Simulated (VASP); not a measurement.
# Ba3As2 (Fm-3m) in VASP: relaxation of cell and atoms with PBE

Aim: the relaxation of cell and atoms of Ba3As2 with PBE.

Everything below comes from runs of VASP 6.6.1. Logs are shortened: lines on timing, memory, paths and dates and some standing lists are left out, and cuts for length are marked.

## (1) The cell of the first run

Symmetry: Fm-3m, No. 225, cubic system. The conventional cell has a = 11.411 Å, b = 11.411 Å, c = 11.411 Å, α = 90.00°, β = 90.00°, γ = 90.00°. Within 3.6 Å of Ba (site symmetry 4mm) lie 2 As at 2.72 to 2.99 Å. As (site symmetry -43m) has 12 Ba at 4.04 Å and 8 As at 4.94 Å within 5.3 Å. As (site symmetry m-3m) has 6 Ba at 2.72 Å within 3.6 Å. As (site symmetry m-3m) has 6 Ba at 2.99 Å within 3.9 Å.

The cell was generated, and may not be a known phase.

## (2) Relaxation of cell and atoms, PBE

INCAR

```
ALGO = Normal ; EDIFF = 1E-7
EDIFFG = -0.08 ; ENCUT = 510
GGA = PE ; GGA_COMPAT = F
IBRION = 2 ; ISIF = 3
ISMEAR = 0 ; LASPH = T
LCHARG = F ; LREAL = F
LWAVE = F ; NELM = 120
NELMIN = 4 ; NSW = 36
PREC = Accurate ; SIGMA = 0.2
```

KPOINTS

```
k-points
0
Gamma
  3 3 3
```

POSCAR

```
Ba3As2
1.0
    0.0000000000      5.7054728800      5.7054728800
    5.7054728800      0.0000000000      5.7054728800
    5.7054728800      5.7054728800      0.0000000000
Ba As
6 4
Direct
    0.7383996800      0.2616003200      0.2616003200
    0.2616003200      0.7383996800      0.7383996800
    0.2616003200      0.7383996800      0.2616003200
    0.7383996800      0.2616003200      0.7383996800
    0.2616003200      0.2616003200      0.7383996800
    0.7383996800      0.7383996800      0.2616003200
    0.2500000000      0.2500000000      0.2500000000
    0.5000000000      0.5000000000      0.5000000000
    0.7500000000      0.7500000000      0.7500000000
    0.0000000000      0.0000000000      0.0000000000
```

Potentials or basis: VASP PAW PBE potentials, release 64 (Ba_sv, As_d).

Started as:

```sh
cat potpaw_PBE.64/Ba_sv/POTCAR potpaw_PBE.64/As_d/POTCAR > POTCAR
mpirun -np 1 vasp_std > vasp.out
```

OUTCAR:

```text
EDIFF = 1E-7
   EDIFFG = -0.08
   ENCUT = 510
   GGA = PE
   IBRION = 2
   ISIF = 3
   ISMEAR = 0
   LASPH = T
   LREAL = F
   NELM = 120
   NELMIN = 4
   NSW = 36
   PREC = Accurate

 ion  position               nearest neighbor table
   1  0.738  0.262  0.262-   8 2.72  10 2.99   5 3.85   6 3.85   3 3.85   4 3.85   5 4.22   3 4.22
                             4 4.22   6 4.22
   2  0.262  0.738  0.738-   8 2.72  10 2.99   5 3.85   6 3.85   3 3.85   4 3.85   5 4.22   3 4.22
                             4 4.22   6 4.22
   3  0.262  0.738  0.262-   8 2.72  10 2.99   5 3.85   6 3.85   1 3.85   2 3.85   5 4.22   2 4.22
                             1 4.22   6 4.22
   4  0.738  0.262  0.738-   8 2.72  10 2.99   5 3.85   6 3.85   1 3.85   2 3.85   5 4.22   2 4.22
                             1 4.22   6 4.22
   5  0.262  0.262  0.738-   8 2.72  10 2.99   3 3.85   4 3.85   1 3.85   2 3.85   3 4.22   2 4.22
                             1 4.22   4 4.22
   6  0.738  0.738  0.262-   8 2.72  10 2.99   3 3.85   4 3.85   1 3.85   2 3.85   1 4.22   4 4.22
                             3 4.22   2 4.22
   7  0.250  0.250  0.250-
   8  0.500  0.500  0.500-   1 2.72   2 2.72   3 2.72   4 2.72   5 2.72   6 2.72
   9  0.750  0.750  0.750-
  10  0.000  0.000  0.000-   1 2.99   2 2.99   3 2.99   4 2.99   5 2.99   6 2.99

  LATTYP: Found a face centered cubic cell.
 ALAT       =    11.4109457600

  Lattice vectors:

 A1 = (   0.0000000000,   5.7054728800,   5.7054728800)
 A2 = (   5.7054728800,   0.0000000000,   5.7054728800)
 A3 = (   5.7054728800,   5.7054728800,   0.0000000000)

Analysis of symmetry for initial positions (statically):
=====================================================================
 Subroutine PRICEL returns:
 Original cell was already a primitive cell.

 Routine SETGRP: Setting up the symmetry group for a
 face centered cubic supercell.

 Subroutine GETGRP returns: Found 48 space group operations
 (whereof 48 operations were pure point group operations)
 out of a pool of 48 trial point group operations.

The static configuration has the point symmetry O_h .

Analysis of symmetry for dynamics (positions and initial velocities):
=====================================================================
 Subroutine PRICEL returns:
 Original cell was already a primitive cell.

 Routine SETGRP: Setting up the symmetry group for a
 face centered cubic supercell.

 Subroutine GETGRP returns: Found 48 space group operations
 (whereof 48 operations were pure point group operations)
 out of a pool of 48 trial point group operations.

The dynamic configuration has the point symmetry O_h .

 Subroutine INISYM returns: Found 48 space group operations
 (whereof 48 operations are pure point group operations),
 and found     1 'primitive' translations

[... 83 lines left out ...]
   ISPIN  =      1    spin polarized calculation?
   LNONCOLLINEAR =      F non collinear calculations
   LSORBIT =      F    spin-orbit coupling
   LASPH  =      T    aspherical Exc in radial PAW
   ENCUT  =  510.0 eV  37.48 Ry    6.12 a.u.  14.86 14.86 14.86*2*pi/ulx,y,z
   NELM   =    120;   NELMIN=  4; NELMDL= -5     # of ELM steps
   EDIFF  = 0.1E-06   stopping-criterion for ELM
   LREAL  =      F    real-space projection
   EDIFFG = -.8E-01   stopping-criterion for IOM
   NSW    =     36    number of steps for IOM
   IBRION =      2    ionic relax: 0-MD 1-quasi-New 2-CG
   NFREE  =      1    steps in history (QN), initial steepest desc. (CG)
   ISIF   =      3    stress and relaxation
   ISYM   =      2    0-nonsym 1-usesym 2-fastsym
   POTIM  = 0.5000    time-step for ionic-motion
   TEBEG  =    0.0;   TEEND  =   0.0 temperature during run
   PSTRESS=    0.0 pullay stress
   NELECT =     120.0000    total number of electrons
   NUPDOWN=      -1.0000    fix difference up-down
   EMIN   =  10.00;   EMAX   =-10.00  energy-range for DOS
   EFERMI =   0.00;   METHOD = LEGACY
   ISMEAR =     0;   SIGMA  =   0.20  broadening in eV -4-tet -1-fermi 0-gaus
   EFERMI_NEDOS =   21; number of points for ismear=-14 and -15
   IALGO  =     38    algorithm
   IMIX   =      4    mixing-type and parameters
     AMIX     =   0.40;   BMIX     =  1.00
     AMIX_MAG =   1.60;   BMIX_MAG =  1.00
  volume/ion in A,a.u.               =      37.15       250.67
  Fermi-wavevector in a.u.,A,eV,Ry     =   1.123312  2.122751 17.168227  1.261829
  Thomas-Fermi vector in A             =   2.259977
   LORBIT       =      0    0 simple, 1 ext, 2 COOP (PROOUT), +10 PAW based schemes
   GGA     = PE    functional components
   LHFCALC =     F    Hartree Fock is set to
   AEXX    =    0.0000 exact exchange contribution
   IVDW    =     0    specifies the selected vdW correction
   LEPSILON=     F    determine dielectric tensor
   LRPA    =     F    only Hartree local field effects (RPA)
 conjugate gradient relaxation of ions
 non-spin polarized calculation
 Gauss-broadening in eV      SIGMA  =   0.20
  energy-cutoff  :      510.00
  volume of cell :      371.45
 maximum number of plane-waves:      9735
   NGX = 29   NGY = 29   NGZ = 29

--------------------------------------- Ionic step        1  -------------------------------------------

 number of electron     120.0000033 magnetization

 Free energy of the ion-electron system (eV)
  ---------------------------------------------------
  ext. energy  EPLUGINS =         0.00000000
  ---------------------------------------------------
  free energy    TOTEN  =       -33.06071405 eV

  energy without entropy =      -33.02408982  energy(sigma->0) =      -33.04240194

------------------------ aborting loop because EDIFF is reached ----------------------------------------

  FORCE on cell =-STRESS in cart. coord.  units (eV):
  Direction    XX          YY          ZZ          XY          YZ          ZX
  --------------------------------------------------------------------------------------
  -------------------------------------------------------------------------------------
  Total       22.6855935     22.6855935     22.6855935      0.0000000      0.0000000     -0.0000000
  in kB       97.8488657     97.8488657     97.8488657      0.0000000      0.0000000     -0.0000000
  external PRESSURE =      97.8488657 kB  Pullay stress =       0.0000000 kB
[... 163 lines left out ...]
--------------------------------------- Ionic step        5  -------------------------------------------

 number of electron     119.9999965 magnetization

 Free energy of the ion-electron system (eV)
  ---------------------------------------------------
  ext. energy  EPLUGINS =         0.00000000
  ---------------------------------------------------
  free energy    TOTEN  =       -36.64005676 eV

  energy without entropy =      -36.62764701  energy(sigma->0) =      -36.63385189

 E-fermi :   1.2868     XC(G=0):  -7.7512

 val. band max:        1.2189044003   @ k =   0.0000   0.0000   0.0000
 cond. band min:       1.7915225156   @ k =   0.0000   0.0000   0.0000
 fundamental gap:      0.5726181152
 Fermi energy:         1.2868238159

 k-point     1 :       0.0000    0.0000    0.0000
  band No.  band energies     occupation
      1     -33.2085      2.00000
      2     -33.2085      2.00000
      3     -33.2085      2.00000
      4     -33.2085      2.00000
      5     -33.2085      2.00000
      6     -33.2085      2.00000
[... 326 lines left out ...]
  FREE ENERGIE OF THE ION-ELECTRON SYSTEM (eV)
  ---------------------------------------------------
  free  energy   TOTEN  =       -36.6400567605 eV

  energy  without entropy=      -36.6276470098  energy(sigma->0) =      -36.63385189

 reached required accuracy - stopping structural energy minimisation
```

CONTCAR:

```text
Ba3As2
   1.00000000000000
     0.0000000000000000    6.1921858674637598    6.1921858674637607
     6.1921858674637598    0.0000000000000000    6.1921858674637607
     6.1921858674637598    6.1921858674637598   -0.0000000000000000
  Ba              As
     6     4
Direct
     0.7497832204356991    0.2502167795643009    0.2502167795643009
     0.2502167795643009    0.7497832204356991    0.7497832204356991
     0.2502167795643009    0.7497832204356991    0.2502167795643009
     0.7497832204356991    0.2502167795643009    0.7497832204356991
     0.2502167795643009    0.2502167795643009    0.7497832204356991
     0.7497832204356991    0.7497832204356991    0.2502167795643009
     0.2500000000000000    0.2500000000000000    0.2500000000000000
     0.5000000000000000    0.5000000000000000    0.5000000000000000
     0.7500000000000000    0.7500000000000000    0.7500000000000000
     0.0000000000000000    0.0000000000000000    0.0000000000000000

  0.00000000E+00  0.00000000E+00  0.00000000E+00
  0.00000000E+00  0.00000000E+00  0.00000000E+00
  0.00000000E+00  0.00000000E+00  0.00000000E+00
  0.00000000E+00  0.00000000E+00  0.00000000E+00
  0.00000000E+00  0.00000000E+00  0.00000000E+00
  0.00000000E+00  0.00000000E+00  0.00000000E+00
  0.00000000E+00  0.00000000E+00  0.00000000E+00
  0.00000000E+00  0.00000000E+00  0.00000000E+00
  0.00000000E+00  0.00000000E+00  0.00000000E+00
  0.00000000E+00  0.00000000E+00  0.00000000E+00
```

Run time: 16 min. Hardware: 1 thread of Intel Xeon Platinum 8259CL at 2.50GHz (Skylake/Cascade Lake), shared host; peak memory 0.56 GiB.

What came out:

| Item | Value |
| --- | --- |
| Free energy | -36.6401 eV |
| Relaxed volume | 47.49 Å³/atom |
| Relaxed cell | a = 8.757 Å, b = 8.757 Å, c = 8.757 Å, α = 60.00°, β = 60.00°, γ = 60.00° |
| Space group after relaxing (to 0.1 Å) | Pm-3m (No. 221) |
| Energy gained by relaxing | 357.9 meV/atom |
| Ionic steps | 5 |
| Pressure after relaxing | -0.1 GPa |
| Largest force after relaxing | 0.034 eV/Å |
| Band gap on the k mesh | zero (filled and empty bands touch) |

Forces in eV/Å, atoms in the order of the input:
```
Ba  -0.034  0.000  0.000
Ba   0.034  0.000  0.000
Ba   0.000 -0.034  0.000
Ba   0.000  0.034  0.000
Ba   0.000  0.000 -0.034
Ba   0.000  0.000  0.034
As   0.000  0.000  0.000
As   0.000  0.000  0.000
As   0.000  0.000  0.000
As   0.000  0.000  0.000
```

Step by step:
```tsv
step	energy change (eV)	largest force (eV/Å)	pressure (GPa)	volume (Å³)
1	0.0000	3.0841	9.78	371.45
2	-3.4004	0.1926	-1.47	507.25
3	-3.5721	0.1699	-0.15	475.61
4	-3.5714	0.1390	-0.26	477.87
5	-3.5793	0.0340	-0.12	474.86
```

Final structure:
```yaml
crystal:
  lattice:
    - [0.00000, 6.19219, 6.19219]
    - [6.19219, 0.00000, 6.19219]
    - [6.19219, 6.19219, 0.00000]
  atoms:
    - { symbol: Ba, position: [0.74978, 0.25022, 0.25022] }
    - { symbol: Ba, position: [0.25022, 0.74978, 0.74978] }
    - { symbol: Ba, position: [0.25022, 0.74978, 0.25022] }
    - { symbol: Ba, position: [0.74978, 0.25022, 0.74978] }
    - { symbol: Ba, position: [0.25022, 0.25022, 0.74978] }
    - { symbol: Ba, position: [0.74978, 0.74978, 0.25022] }
    - { symbol: As, position: [0.25000, 0.25000, 0.25000] }
    - { symbol: As, position: [0.50000, 0.50000, 0.50000] }
    - { symbol: As, position: [0.75000, 0.75000, 0.75000] }
    - { symbol: As, position: [0.00000, 0.00000, 0.00000] }
```

Levels at points of the mesh, in eV from the Fermi level:
```csv
k point,band 58,band 59,band 60,band 61,band 62,band 63
"(0.00, 0.00, 0.00)",-0.23,-0.07,-0.07,-0.07,0.50,0.50
```

Caveat: the volume moved by over 15 % at a fixed basis, so the end points are rough; semilocal functionals underestimate gaps, and a narrow one can read as zero; spin-orbit coupling is left out, which moves the levels of the heavy elements; the relaxation stopped at a loose force limit of 0.08 eV/Å, so its end isn't a converged minimum.

The gap in the log of VASP goes by the Fermi energy; the results here count the filled bands.